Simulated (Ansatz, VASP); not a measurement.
## SiC: VASP beside Ansatz

Contents of INCAR:

```
PREC = Accurate ; ENCUT = 520
EDIFF = 1E-6 ; ISMEAR = 0
SIGMA = 0.02 ; LREAL = F
LASPH = T ; NELM = 60
ALGO = Normal ; ISIF = 2
LWAVE = F ; LCHARG = F
GGA = PE ; NBANDS = 11
```

KPOINTS

```
Automatic mesh
0
Gamma
  10 10 10
```

File POSCAR:

```
SiC
1.0
    0.0000000000      2.2605567678      2.2605567678
    2.2605567678      0.0000000000      2.2605567678
    2.2605567678      2.2605567678      0.0000000000
Si C
1 1
Direct
    0.0000000000      0.0000000000      0.0000000000
    0.2500000000      0.2500000000      0.2500000000
```

Input for Ansatz:

```yaml
crystal:
  lattice:
    - [0.0, 2.2605567678, 2.2605567678]
    - [2.2605567678, 0.0, 2.2605567678]
    - [2.2605567678, 2.2605567678, 0.0]
  atoms:
    - { symbol: Si, position: [0.0, 0.0, 0.0] }
    - { symbol: C, position: [0.25, 0.25, 0.25] }
basis:
  ecutwfc: 420
kpoints:
  mp_grid: { grid: [10, 10, 10] }
hamiltonian:
  xc: pbe
scf:
  occupations: { method: gaussian, width: 0.02 }
output:
  forces: true
  stress: true
  eigenvalues: true
```

Alike in both runs: task single point; functional PBE; k mesh 10 × 10 × 10; occupations gaussian, width 0.02 eV; no spin polarisation.

```csv
,VASP,Ansatz
version,VASP 6.6.1,Ansatz 0.2.0
potentials or method,"VASP PAW PBE potentials, release 64 (Si, C), cutoff 520 eV","scalar-relativistic, plane waves, PAW"
valence electrons in the cell,8,8
```

```tsv
	VASP	Ansatz	Ansatz less VASP
gap on the k mesh at the Fermi level (eV)	1.45	1.45	+0.002
least direct gap on the mesh (eV)	4.42	4.42	+0.002
pressure (GPa)	-16.8	-16.8	+0.02
```
